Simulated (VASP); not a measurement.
# Si2N (P4/mmm) in VASP: notebook, part 2 of 2

VASP 6.6.1. The steps go on from the part before.

**4. Relaxation of cell and atoms, PBE**

This run uses another cell than the first one, of 12.57 Å³/atom.

The input, INCAR:

```
PREC = Accurate
ENCUT = 600
EDIFF = 1E-6
ISMEAR = 0
SIGMA = 0.1
LREAL = False
LASPH = True
NELM = 80
ALGO = Normal
ISIF = 3
LWAVE = False
LCHARG = False
GGA = PE
IBRION = 2
NSW = 90
EDIFFG = -0.04
```

The input, KPOINTS:

```
Automatic mesh
0
Gamma
  4 4 6
```

The input, POSCAR:

```
Si2N
1.0
    3.7653138836      0.0000000000      0.0000000000
    0.0000000000      3.7653138836      0.0000000000
    0.0000000000      0.0000000000      2.6605983171
Si N
2 1
Direct
    0.0000000000      0.5000000000      0.5000000000
    0.5000000000      0.0000000000      0.5000000000
    0.5000000000      0.5000000000      0.5000000000
```

Potentials or basis: VASP PAW PBE potentials, release 64 (Si, N).

Command:

```bash
> cat potpaw_PBE.64/Si/POTCAR potpaw_PBE.64/N/POTCAR > POTCAR
> mpirun -np 1 vasp_std > vasp.out
```

OUTCAR:

```text
PREC = Accurate
   ENCUT = 600
   EDIFF = 1E-6
   ISMEAR = 0
   LREAL = False
   LASPH = True
   NELM = 80
   ISIF = 3
   GGA = PE
   IBRION = 2
   NSW = 90
   EDIFFG = -0.04

 ion  position               nearest neighbor table
   1  0.000  0.500  0.500-   3 1.88   3 1.88   2 2.66   2 2.66   2 2.66   2 2.66
   2  0.500  0.000  0.500-   3 1.88   3 1.88   1 2.66   1 2.66   1 2.66   1 2.66
   3  0.500  0.500  0.500-   1 1.88   2 1.88   2 1.88   1 1.88

  LATTYP: Found a simple tetragonal cell.
 ALAT       =     3.7653138836
 C/A-ratio  =     0.7066073107

  Lattice vectors:

 A1 = (   3.7653138836,   0.0000000000,   0.0000000000)
 A2 = (   0.0000000000,   3.7653138836,   0.0000000000)
 A3 = (   0.0000000000,   0.0000000000,   2.6605983171)

Analysis of symmetry for initial positions (statically):
=====================================================================
 Subroutine PRICEL returns:
 Original cell was already a primitive cell.

 Routine SETGRP: Setting up the symmetry group for a
 simple tetragonal supercell.

 Subroutine GETGRP returns: Found 16 space group operations
 (whereof 16 operations were pure point group operations)
 out of a pool of 16 trial point group operations.

The static configuration has the point symmetry D_4h.

Analysis of symmetry for dynamics (positions and initial velocities):
=====================================================================
 Subroutine PRICEL returns:
 Original cell was already a primitive cell.

 Routine SETGRP: Setting up the symmetry group for a
 simple tetragonal supercell.

 Subroutine GETGRP returns: Found 16 space group operations
 (whereof 16 operations were pure point group operations)
 out of a pool of 16 trial point group operations.

The dynamic configuration has the point symmetry D_4h.

 Subroutine INISYM returns: Found 16 space group operations
 (whereof 16 operations are pure point group operations),
 and found     1 'primitive' translations

----------------------------------------------------------------------------------------

                                     Primitive cell

  volume of cell :      37.7209

  direct lattice vectors                    reciprocal lattice vectors
     3.765313884  0.000000000  0.000000000     0.265582108  0.000000000  0.000000000
     0.000000000  3.765313884  0.000000000     0.000000000  0.265582108  0.000000000
     0.000000000  0.000000000  2.660598317     0.000000000  0.000000000  0.375855308

  length of vectors
     3.765313884  3.765313884  2.660598317     0.265582108  0.265582108  0.375855308

  position of ions in fractional coordinates (direct lattice)
     0.000000000  0.500000000  0.500000000
     0.500000000  0.000000000  0.500000000
     0.500000000  0.500000000  0.500000000

  ion indices of the primitive-cell ions
   primitive index   ion index
                 1           1
                 2           2
                 3           3

----------------------------------------------------------------------------------------

 KPOINTS: Automatic mesh

Automatic generation of k-mesh.
 Grid dimensions read from file:
 generate k-points for:    4    4    6

 Generating k-lattice:

  Cartesian coordinates                     Fractional coordinates (reciprocal lattice)
     0.066395527  0.000000000  0.000000000     0.250000000  0.000000000  0.000000000
     0.000000000  0.066395527  0.000000000     0.000000000  0.250000000  0.000000000
     0.000000000  0.000000000  0.062642551     0.000000000  0.000000000  0.166666667

  Length of vectors
     0.066395527  0.066395527  0.062642551

  Shift w.r.t. Gamma in fractional coordinates (k-lattice)
     0.000000000  0.000000000  0.000000000

 Subroutine IBZKPT returns following result:
 ===========================================

 Found     24 irreducible k-points:

 Following reciprocal coordinates:
            Coordinates               Weight
  0.000000  0.000000  0.000000      1.000000
  0.250000  0.000000  0.000000      4.000000
  0.500000  0.000000  0.000000      2.000000
  0.250000  0.250000  0.000000      4.000000
  0.500000  0.250000  0.000000      4.000000
  0.500000  0.500000  0.000000      1.000000
[... 16 lines left out ...]
  0.500000  0.250000  0.500000      4.000000
  0.500000  0.500000  0.500000      1.000000
   k-points           NKPTS =     24   k-points in BZ     NKDIM =     24   number of bands    NBANDS=     10
   number of dos      NEDOS =    301   number of ions     NIONS =      3
   total plane-waves  NPLWV =  21600
   dimension x,y,z NGX =    30 NGY =   30 NGZ =   24
   dimension x,y,z NGXF=    60 NGYF=   60 NGZF=   48
   ions per type =               2   1
   NGX,Y,Z   is equivalent  to a cutoff of  13.25, 13.25, 15.00 a.u.
   NGXF,Y,Z  is equivalent  to a cutoff of  26.49, 26.49, 29.99 a.u.
 SYSTEM =  unknown system
   PREC   = accura    normal or accurate (medium, high low for compatibility)
   ISTART =      0    job   : 0-new  1-cont  2-samecut
   ICHARG =      2    charge: 1-file 2-atom 10-const
   ISPIN  =      1    spin polarized calculation?
   LNONCOLLINEAR =      F non collinear calculations
   LSORBIT =      F    spin-orbit coupling
   LASPH  =      T    aspherical Exc in radial PAW
   ENCUT  =  600.0 eV  44.10 Ry    6.64 a.u.   7.52  7.52  5.31*2*pi/ulx,y,z
   NELM   =     80;   NELMIN=  2; NELMDL= -5     # of ELM steps
   EDIFF  = 0.1E-05   stopping-criterion for ELM
   LREAL  =      F    real-space projection
   EDIFFG = -.4E-01   stopping-criterion for IOM
   NSW    =     90    number of steps for IOM
   IBRION =      2    ionic relax: 0-MD 1-quasi-New 2-CG
   NFREE  =      1    steps in history (QN), initial steepest desc. (CG)
   ISIF   =      3    stress and relaxation
   ISYM   =      2    0-nonsym 1-usesym 2-fastsym
   POTIM  = 0.5000    time-step for ionic-motion
   TEBEG  =    0.0;   TEEND  =   0.0 temperature during run
   PSTRESS=    0.0 pullay stress
   NELECT =      13.0000    total number of electrons
   NUPDOWN=      -1.0000    fix difference up-down
   EMIN   =  10.00;   EMAX   =-10.00  energy-range for DOS
   EFERMI =   0.00;   METHOD = LEGACY
   ISMEAR =     0;   SIGMA  =   0.10  broadening in eV -4-tet -1-fermi 0-gaus
   EFERMI_NEDOS =   21; number of points for ismear=-14 and -15
   IALGO  =     38    algorithm
   IMIX   =      4    mixing-type and parameters
     AMIX     =   0.40;   BMIX     =  1.00
     AMIX_MAG =   1.60;   BMIX_MAG =  1.00
  volume/ion in A,a.u.               =      12.57        84.85
  Fermi-wavevector in a.u.,A,eV,Ry     =   1.147789  2.169007 17.924581  1.317420
  Thomas-Fermi vector in A             =   2.284467
   LORBIT       =      0    0 simple, 1 ext, 2 COOP (PROOUT), +10 PAW based schemes
   GGA     = PE    functional components
   LHFCALC =     F    Hartree Fock is set to
   AEXX    =    0.0000 exact exchange contribution
   IVDW    =     0    specifies the selected vdW correction
   LEPSILON=     F    determine dielectric tensor
   LRPA    =     F    only Hartree local field effects (RPA)
 conjugate gradient relaxation of ions
 non-spin polarized calculation
 Gauss-broadening in eV      SIGMA  =   0.10
  energy-cutoff  :      600.00
  volume of cell :       37.72
 maximum number of plane-waves:      1270
   NGX = 15   NGY = 15   NGZ = 11

--------------------------------------- Ionic step        1  -------------------------------------------

 number of electron      13.0000002 magnetization

 Free energy of the ion-electron system (eV)
  ---------------------------------------------------
  ext. energy  EPLUGINS =         0.00000000
  ---------------------------------------------------
  free energy    TOTEN  =       -17.29067606 eV

  energy without entropy =      -17.28561427  energy(sigma->0) =      -17.28814516

------------------------ aborting loop because EDIFF is reached ----------------------------------------

  FORCE on cell =-STRESS in cart. coord.  units (eV):
  Direction    XX          YY          ZZ          XY          YZ          ZX
  --------------------------------------------------------------------------------------
  -------------------------------------------------------------------------------------
  Total        0.2405666      0.2405666     -0.8701050      0.0000000      0.0000000     -0.0000000
  in kB       10.2179623     10.2179623    -36.9573297      0.0000000      0.0000000     -0.0000000
  external PRESSURE =      -5.5071350 kB  Pullay stress =       0.0000000 kB
[... 96 lines left out ...]
  energy  without entropy=      -17.2904139240  energy(sigma->0) =      -17.29307181

--------------------------------------- Ionic step        4  -------------------------------------------

 number of electron      13.0000002 magnetization

 Free energy of the ion-electron system (eV)
  ---------------------------------------------------
  ext. energy  EPLUGINS =         0.00000000
  ---------------------------------------------------
  free energy    TOTEN  =       -17.29596507 eV

  energy without entropy =      -17.29070385  energy(sigma->0) =      -17.29333446

 E-fermi :   8.3906     XC(G=0): -11.0798

 val. band max:        8.3372566215   @ k =   0.5000   0.2500   0.1667
 cond. band min:       8.4524910256   @ k =   0.5000   0.5000   0.1667
 fundamental gap:      0.1152344041
 Fermi energy:         8.3906350241

 k-point     1 :       0.0000    0.0000    0.0000
  band No.  band energies     occupation
      1      -9.5480      2.00000
      2       0.5963      2.00000
      3       0.5963      2.00000
      4       1.1871      2.00000
      5       3.9159      2.00000
      6       7.6872      2.00000
      7      10.7837      0.00000
      8      10.7837      0.00000
      9      13.9062      0.00000
     10      14.4056      0.00000
[... 327 lines left out ...]
  FREE ENERGIE OF THE ION-ELECTRON SYSTEM (eV)
  ---------------------------------------------------
  free  energy   TOTEN  =       -17.2959650702 eV

  energy  without entropy=      -17.2907038527  energy(sigma->0) =      -17.29333446

 reached required accuracy - stopping structural energy minimisation
```

OSZICAR:

```text
N       E                     dE             d eps       ncg     rms          rms(c)
DAV:   1     0.428428107932E+02    0.42843E+02   -0.65150E+03   480   0.123E+03
DAV:   2    -0.162925862791E+02   -0.59135E+02   -0.56764E+02   694   0.204E+02
DAV:   3    -0.193003031911E+02   -0.30077E+01   -0.29833E+01   602   0.513E+01
[... 30 lines left out ...]
DAV:   2    -0.172960781017E+02    0.12510E-02   -0.71436E-03   508   0.688E-01    0.849E-02
DAV:   3    -0.172960046292E+02    0.73473E-04   -0.45770E-04   492   0.206E-01    0.388E-02
DAV:   4    -0.172959677023E+02    0.36927E-04   -0.90652E-05   572   0.675E-02    0.146E-02
DAV:   5    -0.172959643549E+02    0.33474E-05   -0.16353E-05   536   0.356E-02    0.834E-03
DAV:   6    -0.172959650702E+02   -0.71533E-06   -0.13235E-06   266   0.116E-02
   4 F= -.17295965E+02 E0= -.17293334E+02  d E =-.235374E-03
```

Run time: 26 s. Hardware: 1 thread of Intel Xeon 6975P-C (Granite Rapids), shared host; peak memory 0.15 GiB.

Results:

| Item | Value |
| --- | --- |
| Free energy | -17.2960 eV |
| Relaxed volume | 12.43 Å³/atom |
| Relaxed cell | a = 3.767 Å, b = 3.767 Å, c = 2.627 Å, α = 90.00°, β = 90.00°, γ = 90.00° |
| Space group after relaxing (to 0.1 Å) | P4/mmm (No. 123) |
| Energy gained by relaxing | 1.8 meV/atom |
| Ionic steps | 4 |
| Pressure after relaxing | 0.4 GPa |
| Band gap on the k mesh | zero (an odd number of electrons rules out a gap without spin polarisation) |

The path:
```
step  energy change (eV)  largest force (eV/Å)  pressure (GPa)  volume (Å³)
   1              0.0000                0.0000           -0.55        37.72
   2             -0.0043                0.0000           -0.62        37.48
   3             -0.0051                0.0000           -0.63        37.55
   4             -0.0053                0.0000            0.37        37.28
```

Final structure:
```
Si N
1.0
     3.76690    0.00000    0.00000
     0.00000    3.76690    0.00000
     0.00000    0.00000    2.62728
Si N
2 1
Direct
  0.00000 0.50000 0.50000
  0.50000 0.00000 0.50000
  0.50000 0.50000 0.50000
```

Caveat: the k points lie up to 0.42 Å⁻¹ apart in the final cell, too coarse for converged energies and pressures of a metal.

**5. Single point, PBE**

The input, INCAR:

```
PREC = Accurate ; ENCUT = 520
EDIFF = 1E-6 ; ISMEAR = 0
SIGMA = 0.1 ; LREAL = F
LASPH = T ; NELM = 60
ALGO = Normal ; ISIF = 2
LWAVE = F ; LCHARG = T
GGA = PE ; LELF = T
LVHAR = T ; NBANDS = 14
```

The input, KPOINTS:

```
Automatic mesh
0
Gamma
  12 12 18
```

The input, POSCAR:

```
Si2N
1.0
    3.7748833694      0.0000000000      0.0000000000
    0.0000000000      3.7748833694      0.0000000000
    0.0000000000      0.0000000000      2.6236132667
Si N
2 1
Direct
    0.0000000000      0.5000000000      0.5000000000
    0.5000000000      0.0000000000      0.5000000000
    0.5000000000      0.5000000000      0.5000000000
```

Command:

```bash
> cat potpaw_PBE.64/Si/POTCAR potpaw_PBE.64/N/POTCAR > POTCAR
> mpirun -np 1 vasp_std > vasp.out
```

It took 85 s on 1 thread of Intel Xeon 6975P-C (Granite Rapids), shared host; peak memory 0.23 GiB.

The run converged. Its results:

| Item | Value |
| --- | --- |
| Free energy | -17.2136 eV |
| Pressure | 0.0 GPa |
| Band gap on the k mesh | zero (an odd number of electrons rules out a gap without spin polarisation) |

Stress tensor (GPa, compression positive):
```
 0.06  0.00  0.00
 0.00  0.06  0.00
 0.00  0.00 -0.16
```

Levels at points of the mesh, in eV from the Fermi level:
```tsv
k point	band 4	band 5	band 6	band 7	band 8	band 9
(0.00, 0.00, 0.00)	-6.99	-4.29	-0.47	2.58	2.58	5.75
(0.50, 0.00, 0.00)	-5.03	-1.34	-0.56	-0.27	1.96	6.23
(0.50, 0.50, 0.00)	-5.88	-0.11	0.64	0.64	5.78	7.63
(0.00, 0.00, 0.50)	-6.23	-3.26	0.32	0.56	1.03	4.80
(0.50, 0.00, 0.50)	-5.92	-3.55	-0.43	0.91	0.91	2.24
(0.50, 0.50, 0.50)	-5.01	-2.70	-2.67	-2.67	2.08	4.22
```

**6. The runs side by side**

| task | cell | k mesh | cutoff (eV) | gap on the mesh (eV) | pressure (GPa) |
| --- | --- | --- | --- | --- | --- |
| single point | a = 3.769, b = 3.769, c = 2.632 Å, 3 atoms, atomic positions A | 4 × 4 × 6 | 520 | none | 0.1 |
| single point | a = 5.325, b = 5.325, c = 2.661 Å, 6 atoms, atomic positions B | 4 × 4 × 4 | 520 | none | 0.0 |
| relaxation of cell and atoms | relaxed from a = 3.765, b = 3.765, c = 2.661 Å, 3 atoms, atomic positions A | 4 × 4 × 6 | 600 | none | 0.4 |
| single point | a = 3.775, b = 3.775, c = 2.624 Å, 3 atoms, atomic positions A | 12 × 12 × 18 | 520 | none | 0.0 |

Alike in all rows: level PBE; potentials or basis VASP PAW PBE potentials, release 64 (Si, N); no spin polarisation; smearing gaussian 0.1 eV.

Caveats: some runs use coarse meshes.

Absolute energies hang on the potentials; compare differences alone.
